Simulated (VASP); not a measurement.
# TaF3 (Pm-3m) in VASP: single point with PBE+D3(BJ)

Aim: the single point of TaF3 with PBE+D3(BJ).

Program: VASP 6.6.1. These are calculated values, not measurements. Logs are shortened: lines on timing, memory, paths and dates and some standing lists are left out, and cuts for length are marked.

## (1) The cell of the first run

The structure is cubic, space group Pm-3m (No. 221). The conventional cell has a = 4.167 Å, b = 4.167 Å, c = 4.167 Å, α = 90.00°, β = 90.00°, γ = 90.00°. Within 2.8 Å of Ta (site symmetry m-3m) lie 6 F at 2.08 Å. Within 2.8 Å of F (site symmetry 4/mmm) lie 2 Ta at 2.08 Å.

## (2) Single point, PBE+D3(BJ)

The input, INCAR:

```
PREC = Accurate
ENCUT = 520
EDIFF = 1E-6
ISMEAR = 0
SIGMA = 0.1
LREAL = False
LASPH = True
NELM = 100
ALGO = Normal
ISIF = 2
LWAVE = False
LCHARG = False
GGA = PE
IVDW = 12
NBANDS = 24
```

The input, KPOINTS:

```
regular mesh
0
Gamma
  6 6 6
```

The input, POSCAR:

```
TaF3
1.0
    4.1666460000      0.0000000000      0.0000000000
    0.0000000000      4.1666460000      0.0000000000
    0.0000000000      0.0000000000      4.1666460000
Ta F
1 3
Direct
    0.0000000000      0.0000000000      0.0000000000
    0.0000000000      0.5000000000      0.0000000000
    0.5000000000      0.0000000000      0.0000000000
    0.0000000000      0.0000000000      0.5000000000
```

Potentials or basis: VASP PAW PBE potentials, release 64 (Ta_pv, F).

On the command line:

```console
cat potpaw_PBE.64/Ta_pv/POTCAR potpaw_PBE.64/F/POTCAR > POTCAR
mpirun -np 1 vasp_std > vasp.out
```

OUTCAR:

```text
PREC = Accurate
   ENCUT = 520
   EDIFF = 1E-6
   ISMEAR = 0
   LREAL = False
   LASPH = True
   NELM = 100
   ISIF = 2
   GGA = PE
   IVDW = 12
 IVDW          = 12

 ion  position               nearest neighbor table
   1  0.000  0.000  0.000-   2 2.08   3 2.08   4 2.08   4 2.08   2 2.08   3 2.08
   2  0.000  0.500  0.000-   1 2.08   1 2.08
   3  0.500  0.000  0.000-   1 2.08   1 2.08
   4  0.000  0.000  0.500-   1 2.08   1 2.08

  LATTYP: Found a simple cubic cell.
 ALAT       =     4.1666460000

  Lattice vectors:

 A1 = (   4.1666460000,   0.0000000000,   0.0000000000)
 A2 = (   0.0000000000,   4.1666460000,   0.0000000000)
 A3 = (   0.0000000000,   0.0000000000,   4.1666460000)

Analysis of symmetry for initial positions (statically):
=====================================================================
 Subroutine PRICEL returns:
 Original cell was already a primitive cell.

 Routine SETGRP: Setting up the symmetry group for a
 simple cubic supercell.

 Subroutine GETGRP returns: Found 48 space group operations
 (whereof 48 operations were pure point group operations)
 out of a pool of 48 trial point group operations.

The static configuration has the point symmetry O_h .

Analysis of symmetry for dynamics (positions and initial velocities):
=====================================================================
 Subroutine PRICEL returns:
 Original cell was already a primitive cell.

 Routine SETGRP: Setting up the symmetry group for a
 simple cubic supercell.

 Subroutine GETGRP returns: Found 48 space group operations
 (whereof 48 operations were pure point group operations)
 out of a pool of 48 trial point group operations.

The dynamic configuration has the point symmetry O_h .

 Subroutine INISYM returns: Found 48 space group operations
 (whereof 48 operations are pure point group operations),
 and found     1 'primitive' translations

----------------------------------------------------------------------------------------

                                     Primitive cell

  volume of cell :      72.3369

  direct lattice vectors                    reciprocal lattice vectors
     4.166646000  0.000000000  0.000000000     0.240001190  0.000000000  0.000000000
     0.000000000  4.166646000  0.000000000     0.000000000  0.240001190  0.000000000
     0.000000000  0.000000000  4.166646000     0.000000000  0.000000000  0.240001190

  length of vectors
     4.166646000  4.166646000  4.166646000     0.240001190  0.240001190  0.240001190

  position of ions in fractional coordinates (direct lattice)
     0.000000000  0.000000000  0.000000000
     0.000000000  0.500000000  0.000000000
     0.500000000  0.000000000  0.000000000
     0.000000000  0.000000000  0.500000000

  ion indices of the primitive-cell ions
   primitive index   ion index
                 1           1
                 2           2
                 3           3
                 4           4

----------------------------------------------------------------------------------------

 KPOINTS: regular mesh

Automatic generation of k-mesh.
 Grid dimensions read from file:
 generate k-points for:    6    6    6

 Generating k-lattice:

  Cartesian coordinates                     Fractional coordinates (reciprocal lattice)
     0.040000198  0.000000000  0.000000000     0.166666667  0.000000000  0.000000000
     0.000000000  0.040000198  0.000000000     0.000000000  0.166666667  0.000000000
     0.000000000  0.000000000  0.040000198     0.000000000  0.000000000  0.166666667

  Length of vectors
     0.040000198  0.040000198  0.040000198

  Shift w.r.t. Gamma in fractional coordinates (k-lattice)
     0.000000000  0.000000000  0.000000000

 Subroutine IBZKPT returns following result:
 ===========================================

 Found     20 irreducible k-points:

 Following reciprocal coordinates:
            Coordinates               Weight
  0.000000  0.000000  0.000000      1.000000
  0.166667  0.000000  0.000000      6.000000
  0.333333  0.000000  0.000000      6.000000
  0.500000  0.000000  0.000000      3.000000
  0.166667  0.166667  0.000000     12.000000
  0.333333  0.166667  0.000000     24.000000
[... 12 lines left out ...]
  0.500000  0.500000  0.333333      6.000000
  0.500000  0.500000  0.500000      1.000000
   k-points           NKPTS =     20   k-points in BZ     NKDIM =     20   number of bands    NBANDS=     24
   number of dos      NEDOS =    301   number of ions     NIONS =      4
   total plane-waves  NPLWV =  32768
   dimension x,y,z NGX =    32 NGY =   32 NGZ =   32
   dimension x,y,z NGXF=    64 NGYF=   64 NGZF=   64
   ions per type =               1   3
   NGX,Y,Z   is equivalent  to a cutoff of  12.77, 12.77, 12.77 a.u.
   NGXF,Y,Z  is equivalent  to a cutoff of  25.54, 25.54, 25.54 a.u.
 SYSTEM =  unknown system
   PREC   = accura    normal or accurate (medium, high low for compatibility)
   ISTART =      0    job   : 0-new  1-cont  2-samecut
   ICHARG =      2    charge: 1-file 2-atom 10-const
   ISPIN  =      1    spin polarized calculation?
   LNONCOLLINEAR =      F non collinear calculations
   LSORBIT =      F    spin-orbit coupling
   LASPH  =      T    aspherical Exc in radial PAW
   ENCUT  =  520.0 eV  38.22 Ry    6.18 a.u.   7.75  7.75  7.75*2*pi/ulx,y,z
   NELM   =    100;   NELMIN=  2; NELMDL= -5     # of ELM steps
   EDIFF  = 0.1E-05   stopping-criterion for ELM
   LREAL  =      F    real-space projection
   EDIFFG = 0.1E-04   stopping-criterion for IOM
   NSW    =      0    number of steps for IOM
   IBRION =     -1    ionic relax: 0-MD 1-quasi-New 2-CG
   NFREE  =      0    steps in history (QN), initial steepest desc. (CG)
   ISIF   =      2    stress and relaxation
   ISYM   =      2    0-nonsym 1-usesym 2-fastsym
   POTIM  = 0.5000    time-step for ionic-motion
   TEBEG  =    0.0;   TEEND  =   0.0 temperature during run
   PSTRESS=    0.0 pullay stress
   NELECT =      32.0000    total number of electrons
   NUPDOWN=      -1.0000    fix difference up-down
   EMIN   =  10.00;   EMAX   =-10.00  energy-range for DOS
   EFERMI =   0.00;   METHOD = LEGACY
   ISMEAR =     0;   SIGMA  =   0.10  broadening in eV -4-tet -1-fermi 0-gaus
   EFERMI_NEDOS =   21; number of points for ismear=-14 and -15
   IALGO  =     38    algorithm
   IMIX   =      4    mixing-type and parameters
     AMIX     =   0.40;   BMIX     =  1.00
     AMIX_MAG =   1.60;   BMIX_MAG =  1.00
  volume/ion in A,a.u.               =      18.08       122.04
  Fermi-wavevector in a.u.,A,eV,Ry     =   1.247398  2.357240 21.170674  1.556001
  Thomas-Fermi vector in A             =   2.381532
   LORBIT       =      0    0 simple, 1 ext, 2 COOP (PROOUT), +10 PAW based schemes
   GGA     = PE    functional components
   LHFCALC =     F    Hartree Fock is set to
   AEXX    =    0.0000 exact exchange contribution
   IVDW    =    12    specifies the selected vdW correction
   LEPSILON=     F    determine dielectric tensor
   LRPA    =     F    only Hartree local field effects (RPA)
 non-spin polarized calculation
 Gauss-broadening in eV      SIGMA  =   0.10
  energy-cutoff  :      520.00
  volume of cell :       72.34
 maximum number of plane-waves:      1980
 NGX is ok and might be reduce to    32
   NGX = 15   NGY = 15   NGZ = 15

 number of electron      31.9999996 magnetization

 Free energy of the ion-electron system (eV)
  ---------------------------------------------------
  ext. energy  EPLUGINS =         0.00000000
  ---------------------------------------------------
  free energy    TOTEN  =       -26.78010770 eV

  energy without entropy =      -26.76285166  energy(sigma->0) =      -26.77147968

 E-fermi :   2.9893     XC(G=0):  -8.1630

 val. band max:        2.9752567855   @ k =   0.5000   0.3333   0.0000
 cond. band min:       3.1383901514   @ k =   0.3333   0.1667   0.0000
 fundamental gap:      0.1631333659
 Fermi energy:         2.9892702206

 k-point     1 :       0.0000    0.0000    0.0000
  band No.  band energies     occupation
      1     -33.9781      2.00000
      2     -33.9781      2.00000
      3     -33.9781      2.00000
      4     -24.4228      2.00000
      5     -24.1506      2.00000
      6     -24.1506      2.00000
[... 16 lines left out ...]
     23      11.8083      0.00000
     24      11.8089      0.00000

 k-point     2 :       0.1667    0.0000    0.0000
  band No.  band energies     occupation
      1     -34.0123      2.00000
      2     -33.9776      2.00000
      3     -33.9776      2.00000
      4     -24.3765      2.00000
      5     -24.1502      2.00000
      6     -24.0571      2.00000
[... 16 lines left out ...]
     23      11.1144      0.00000
     24      11.9910      0.00000

 k-point     3 :       0.3333    0.0000    0.0000
  band No.  band energies     occupation
      1     -34.0790      2.00000
      2     -33.9766      2.00000
      3     -33.9766      2.00000
      4     -24.3374      2.00000
      5     -24.1486      2.00000
      6     -23.8102      2.00000
[... 16 lines left out ...]
     23      11.6438      0.00000
     24      12.4063      0.00000

 k-point     4 :       0.5000    0.0000    0.0000
  band No.  band energies     occupation
      1     -34.1116      2.00000
      2     -33.9761      2.00000
      3     -33.9761      2.00000
      4     -24.3279      2.00000
      5     -24.1480      2.00000
      6     -23.6720      2.00000
[... 16 lines left out ...]
     23      12.1516      0.00000
     24      12.6407      0.00000

 k-point     5 :       0.1667    0.1667    0.0000
  band No.  band energies     occupation
      1     -34.0119      2.00000
      2     -34.0116      2.00000
      3     -33.9771      2.00000
      4     -24.3224      2.00000
      5     -24.0885      2.00000
      6     -24.0327      2.00000
[... 343 lines left out ...]
 k-point    18 :       0.5000    0.3333    0.3333
  band No.  band energies     occupation
      1     -34.1083      2.00000
      2     -34.0753      2.00000
      3     -34.0750      2.00000
      4     -23.8365      2.00000
      5     -23.7883      2.00000
      6     -23.6666      2.00000
[... 16 lines left out ...]
     23       9.3896      0.00000
     24      10.7263      0.00000

 k-point    19 :       0.5000    0.5000    0.3333
  band No.  band energies     occupation
      1     -34.1077      2.00000
      2     -34.1077      2.00000
      3     -34.0746      2.00000
      4     -23.8116      2.00000
      5     -23.6657      2.00000
      6     -23.6657      2.00000
[... 16 lines left out ...]
     23       9.0882      0.00000
     24       9.5918      0.00000

 k-point    20 :       0.5000    0.5000    0.5000
  band No.  band energies     occupation
      1     -34.1072      2.00000
      2     -34.1072      2.00000
      3     -34.1072      2.00000
      4     -23.6645      2.00000
      5     -23.6645      2.00000
      6     -23.6645      2.00000
[... 16 lines left out ...]
     23      10.0235      0.00000
     24      10.0235      0.00000

------------------------ aborting loop because EDIFF is reached ----------------------------------------

 Edisp (eV)   -0.39567

 E8    (eV) :    -0.1605

  FORCE on cell =-STRESS in cart. coord.  units (eV):
  Direction    XX          YY          ZZ          XY          YZ          ZX
  --------------------------------------------------------------------------------------
  -------------------------------------------------------------------------------------
  Total      -1.80847    -1.80847    -1.80847     0.00000    -0.00000     0.00000
  in kB     -40.05549   -40.05549   -40.05549     0.00000    -0.00000     0.00000
  external pressure =      -40.06 kB  Pullay stress =        0.00 kB

 VOLUME and BASIS-vectors are now :
 -----------------------------------------------------------------------------
  energy-cutoff  :      520.00
  volume of cell :       72.34
      direct lattice vectors                 reciprocal lattice vectors
     4.166646000  0.000000000  0.000000000     0.240001190  0.000000000  0.000000000
     0.000000000  4.166646000  0.000000000     0.000000000  0.240001190  0.000000000
     0.000000000  0.000000000  4.166646000     0.000000000  0.000000000  0.240001190

 POSITION                                       TOTAL-FORCE (eV/Angst)
 -----------------------------------------------------------------------------------
      0.00000      0.00000      0.00000         0.000000      0.000000      0.000000
      0.00000      2.08332      0.00000         0.000000      0.000000      0.000000
      2.08332      0.00000      0.00000         0.000000      0.000000      0.000000
      0.00000      0.00000      2.08332         0.000000      0.000000      0.000000
 -----------------------------------------------------------------------------------
    total drift:                                0.000000      0.000000     -0.000000

  FREE ENERGIE OF THE ION-ELECTRON SYSTEM (eV)
  ---------------------------------------------------
  free  energy   TOTEN  =       -27.1757769735 eV

  energy  without entropy=      -27.1585209326  energy(sigma->0) =      -27.16714895
```

Run time: 15 s. Hardware: 1 thread of Intel Xeon 6975P-C, shared host; peak memory 0.2 GiB.

What came out:

```yaml
Free_energy: -27.1758 eV
Pressure: -4.0 GPa
Band_gap_on_the_k_mesh: zero (band 16 reaches 4.16 eV, above the bottom of band 17 at 2.09 eV)
Dispersion_energy_per_atom: -0.099 eV
```

Caveat: three body term missing; spin-orbit coupling is left out, which moves the levels of the heavy elements; pairwise dispersion overbinds metals, which lowers pressure and volume.
